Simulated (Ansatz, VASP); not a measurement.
One calculation of HgS2, two programs

```
Hg S
1.0
     6.82343    0.00000    0.00000
     0.00000    6.82343    0.00000
     0.00000    0.00000    3.63405
Hg S
2 4
Direct
  0.00000 0.00000 0.00000
  0.50000 0.50000 0.50000
  0.33628 0.33628 0.00000
  0.16372 0.83628 0.50000
  0.66372 0.66372 0.00000
  0.83628 0.16372 0.50000
```

Alike in both runs: functional r2SCAN; k mesh 4 × 4 × 4; occupations gaussian, width 0.1 eV; no spin polarisation.

Ansatz relaxed the structure, and its values are those at the end. VASP's run is a single point on that final structure, the one shown.

|  | VASP | Ansatz |
| --- | --- | --- |
| version | VASP 6.6.1 | Ansatz 0.2.0 |
| potentials or method | VASP PAW PBE potentials, release 64 (Hg, S), cutoff 520 eV | scalar-relativistic, plane waves, PAW |
| valence electrons in the cell | 48 | 64 |

|  | VASP | Ansatz | Ansatz less VASP |
| --- | --- | --- | --- |
| gap on the k mesh at the Fermi level (eV) | 0.29 | 0.28 | -0.005 |
| least direct gap on the mesh (eV) | 0.64 | 0.64 | -0.007 |
| pressure (GPa) | 0.5 | 0.0 | -0.50 |
| rms of the force components (eV/Å) | 0.040 | 0.008 | -0.0325 |

VASP's potentials were made for PBE, not for r2SCAN. VASP's potentials hold 48 valence electrons a cell and Ansatz's 64, so a difference there can come from the potentials and not from the codes.

The k mesh is coarse, so the values compare programs but aren't converged. Neither program's run includes spin-orbit coupling.
